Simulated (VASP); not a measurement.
# BAs (F-43m) in VASP: single point with HSE06

Aim: the single point of BAs with HSE06.

Program: VASP 6.6.1. These are calculated values, not measurements. Logs are shortened: lines on timing, memory, paths and dates and some standing lists are left out, and cuts for length are marked.

### Step 1. The cell of the first run

It takes space group F-43m (No. 216, cubic). Conventional cell: a = 4.790 Å, b = 4.790 Å, c = 4.790 Å, α = 90.00°, β = 90.00°, γ = 90.00°. B (site symmetry -43m) has 4 As at 2.07 Å within 2.7 Å. As (site symmetry -43m) has 4 B at 2.07 Å within 2.7 Å.

### Step 2. Single point, HSE06

The input, POSCAR:

```
BAs
1.0
    0.0000000000      2.3951822310      2.3951822310
    2.3951822310      0.0000000000      2.3951822310
    2.3951822310      2.3951822310      0.0000000000
B As
1 1
Direct
    0.0000000000      0.0000000000      0.0000000000
    0.2500000000      0.2500000000      0.2500000000
```

The input, INCAR.step1:

```
SYSTEM = BAs
PREC = Accurate
ENCUT = 520
EDIFF = 1E-5
ISMEAR = 0
SIGMA = 0.05
LREAL = .FALSE.
LASPH = .TRUE.
NELM = 60
ALGO = Normal
ISIF = 2
LWAVE = .TRUE.
LCHARG = .FALSE.
GGA = PE
NBANDS = 11
```

The input, INCAR.step2:

```
SYSTEM = BAs
PREC = Accurate
ENCUT = 520
EDIFF = 1E-6
ISMEAR = 0
SIGMA = 0.05
LREAL = .FALSE.
LASPH = .TRUE.
NELM = 60
ALGO = Normal
ISIF = 2
LWAVE = .FALSE.
LCHARG = .FALSE.
GGA = PE
LHFCALC = .TRUE.
HFSCREEN = 0.2079
PRECFOCK = Normal
ISTART = 1
NBANDS = 11
```

The input, KPOINTS:

```
Automatic mesh
0
G
  6 6 6
  0 0 0
```

Potentials or basis: VASP PAW PBE potentials, release 64 (B, As).

Started as:

```sh
cat potpaw_PBE.64/B/POTCAR potpaw_PBE.64/As/POTCAR > POTCAR
cp INCAR.step1 INCAR
mpirun -np 1 vasp_std > vasp.out
cp INCAR.step2 INCAR
mpirun -np 1 vasp_std > vasp.out
```

OUTCAR:

```text
SYSTEM = BAs
   PREC = Accurate
   ENCUT = 520
   EDIFF = 1E-6
   ISMEAR = 0
   LREAL = .FALSE.
   LASPH = .TRUE.
   NELM = 60
   ISIF = 2
   GGA = PE
   LHFCALC = .TRUE.
   HFSCREEN = 0.2079
   PRECFOCK = Normal
   ISTART = 1

 ion  position               nearest neighbor table
   1  0.000  0.000  0.000-   2 2.07   2 2.07   2 2.07   2 2.07
   2  0.250  0.250  0.250-   1 2.07   1 2.07   1 2.07   1 2.07

  LATTYP: Found a face centered cubic cell.
 ALAT       =     4.7903644620

  Lattice vectors:

 A1 = (   0.0000000000,   2.3951822310,   2.3951822310)
 A2 = (   2.3951822310,   0.0000000000,   2.3951822310)
 A3 = (   2.3951822310,   2.3951822310,   0.0000000000)

Analysis of symmetry for initial positions (statically):
=====================================================================
 Subroutine PRICEL returns:
 Original cell was already a primitive cell.

 Routine SETGRP: Setting up the symmetry group for a
 face centered cubic supercell.

 Subroutine GETGRP returns: Found 24 space group operations
 (whereof 24 operations were pure point group operations)
 out of a pool of 48 trial point group operations.

The static configuration has the point symmetry T_d .

Analysis of symmetry for dynamics (positions and initial velocities):
=====================================================================
 Subroutine PRICEL returns:
 Original cell was already a primitive cell.

 Routine SETGRP: Setting up the symmetry group for a
 face centered cubic supercell.

 Subroutine GETGRP returns: Found 24 space group operations
 (whereof 24 operations were pure point group operations)
 out of a pool of 48 trial point group operations.

The dynamic configuration has the point symmetry T_d .

 Subroutine INISYM returns: Found 24 space group operations
 (whereof 24 operations are pure point group operations),
 and found     1 'primitive' translations

----------------------------------------------------------------------------------------

                                     Primitive cell

  volume of cell :      27.4818

  direct lattice vectors                    reciprocal lattice vectors
     0.000000000  2.395182231  2.395182231    -0.208752384  0.208752384  0.208752384
     2.395182231  0.000000000  2.395182231     0.208752384 -0.208752384  0.208752384
     2.395182231  2.395182231  0.000000000     0.208752384  0.208752384 -0.208752384

  length of vectors
     3.387299195  3.387299195  3.387299195     0.361569735  0.361569735  0.361569735

  position of ions in fractional coordinates (direct lattice)
     0.000000000  0.000000000  0.000000000
[... 88 lines left out ...]
     AMIX     =   0.40;   BMIX     =  1.00
     AMIX_MAG =   1.60;   BMIX_MAG =  1.00
  volume/ion in A,a.u.               =      13.74        92.73
  Fermi-wavevector in a.u.,A,eV,Ry     =   1.084983  2.050321 16.016617  1.177188
  Thomas-Fermi vector in A             =   2.221086
   LORBIT       =      0    0 simple, 1 ext, 2 COOP (PROOUT), +10 PAW based schemes
   GGA     = PE    functional components
   LHFCALC =     T    Hartree Fock is set to
   PRECFOCK=normal    Normal, Fast or Accurate (Low or Medium for compatibility)
   ENCUT4O =  -1.0   cutoff for four orbital integrals eV
   NKREDX  =     1    reduce k-point grid by
   NKREDY  =     1    reduce k-point grid by
   NKREDZ  =     1    reduce k-point grid by
   AEXX    =    0.2500 exact exchange contribution
   HFSCREEN=    0.2079 screening length (either q_TF or 0.3 A-1)
   HFSCREENC=   0.2079 screening length for correlation (either q_TF or 0.3 A-1)
   ENCUTFOCK=  -1.0 apply spherical cutoff to Coloumb kernel
   IVDW    =     0    specifies the selected vdW correction
   LEPSILON=     F    determine dielectric tensor
   LRPA    =     F    only Hartree local field effects (RPA)
 non-spin polarized calculation
 Gauss-broadening in eV      SIGMA  =   0.05
  energy-cutoff  :      520.00
  volume of cell :       27.48
 maximum number of plane-waves:       754
 NGX is ok and might be reduce to    28
  NGX = 20; NGY = 20; NGZ = 20

 number of electron       8.0000000 magnetization

 Free energy of the ion-electron system (eV)
  ---------------------------------------------------
  ext. energy  EPLUGINS =         0.00000000
  ---------------------------------------------------
  free energy    TOTEN  =       -13.24097014 eV

  energy without entropy =      -13.24097014  energy(sigma->0) =      -13.24097014

 E-fermi :   5.9198     XC(G=0):  -8.7321

 val. band max:        5.6230476661   @ k =   0.0000   0.0000   0.0000
 cond. band min:       7.5753326825   @ k =   0.3333   0.3333   0.0000
 fundamental gap:      1.9522850164
 Fermi energy:         5.9198054160

 k-point     1 :       0.0000    0.0000    0.0000
  band No.  band energies     occupation
      1     -11.2483      2.00000
      2       5.6230      2.00000
      3       5.6230      2.00000
      4       5.6230      2.00000
      5       9.7254      0.00000
      6       9.7254      0.00000
      7       9.7254      0.00000
      8      11.3842      0.00000
      9      16.2022      0.00000
     10      19.6361      0.00000
     11      19.6361      0.00000
[... 197 lines left out ...]
 k-point    16 :      -0.3333    0.5000    0.1667
  band No.  band energies     occupation
      1      -6.4661      2.00000
      2      -3.4687      2.00000
      3       0.0684      2.00000
      4       0.2798      2.00000
      5      10.2113      0.00000
      6      10.4876      0.00000
      7      15.4660      0.00000
      8      15.7091      0.00000
      9      19.3589      0.00000
     10      22.6614      0.00000
     11      22.7556      0.00000

------------------------ aborting loop because EDIFF is reached ----------------------------------------

  FORCE on cell =-STRESS in cart. coord.  units (eV):
  Direction    XX          YY          ZZ          XY          YZ          ZX
  --------------------------------------------------------------------------------------
  -------------------------------------------------------------------------------------
  Total       -0.3018364     -0.3018364     -0.3018364      0.0000000     -0.0000000      0.0000000
  in kB      -17.5969124    -17.5969124    -17.5969124      0.0000000     -0.0000000      0.0000000
  external PRESSURE =     -17.5969124 kB  Pullay stress =       0.0000000 kB

 VOLUME and BASIS-vectors are now :
 -----------------------------------------------------------------------------
  energy-cutoff  :      520.00
  volume of cell :       27.48
      direct lattice vectors                 reciprocal lattice vectors
     0.000000000  2.395182231  2.395182231    -0.208752384  0.208752384  0.208752384
     2.395182231  0.000000000  2.395182231     0.208752384 -0.208752384  0.208752384
     2.395182231  2.395182231  0.000000000     0.208752384  0.208752384 -0.208752384

 POSITION                                       TOTAL-FORCE (eV/Angst)
 -----------------------------------------------------------------------------------
      0.00000      0.00000      0.00000         0.000000      0.000000      0.000000
      1.19759      1.19759      1.19759        -0.000000     -0.000000     -0.000000
 -----------------------------------------------------------------------------------
    total drift:                               -0.000000     -0.000000     -0.000000

  FREE ENERGIE OF THE ION-ELECTRON SYSTEM (eV)
  ---------------------------------------------------
  free  energy   TOTEN  =       -13.2409701410 eV

  energy  without entropy=      -13.2409701410  energy(sigma->0) =      -13.24097014
```

OSZICAR.step1:

```text
N       E                     dE             d eps       ncg     rms          rms(c)
DAV:   1     0.121945180647E+02    0.12195E+02   -0.35865E+03   352   0.626E+02
DAV:   2    -0.113808317461E+02   -0.23575E+02   -0.22554E+02   494   0.105E+02
DAV:   3    -0.120180805617E+02   -0.63725E+00   -0.63572E+00   442   0.162E+01
DAV:   4    -0.120200134993E+02   -0.19329E-02   -0.19328E-02   388   0.990E-01
DAV:   5    -0.120200163881E+02   -0.28887E-05   -0.28887E-05   420   0.421E-02    0.488E+00
DAV:   6    -0.114562035143E+02    0.56381E+00   -0.15689E+00   376   0.507E+00    0.237E+00
DAV:   7    -0.113980345561E+02    0.58169E-01   -0.18741E-01   412   0.213E+00    0.981E-01
DAV:   8    -0.113912959072E+02    0.67386E-02   -0.20422E-02   391   0.813E-01    0.981E-02
DAV:   9    -0.113916111919E+02   -0.31528E-03   -0.78834E-04   403   0.161E-01    0.581E-02
DAV:  10    -0.113917725238E+02   -0.16133E-03   -0.19753E-04   372   0.859E-02    0.120E-02
DAV:  11    -0.113917783781E+02   -0.58544E-05   -0.53286E-06   394   0.156E-02
   1 F= -.11391778E+02 E0= -.11391778E+02  d E =-.580617E-14
```

It took 16 min on 1 thread of AMD EPYC 7R13, shared host; peak memory 0.24 GiB.

What came out:

```yaml
Free_energy: -13.2410 eV
Pressure: -1.8 GPa
Band_gap_on_the_k_mesh: 1.95 eV, indirect (least direct gap 4.10 eV)
```

Caveat: the PAW data sets were made with another functional, which shifts forces and pressure a little. A k mesh can miss the band edges.
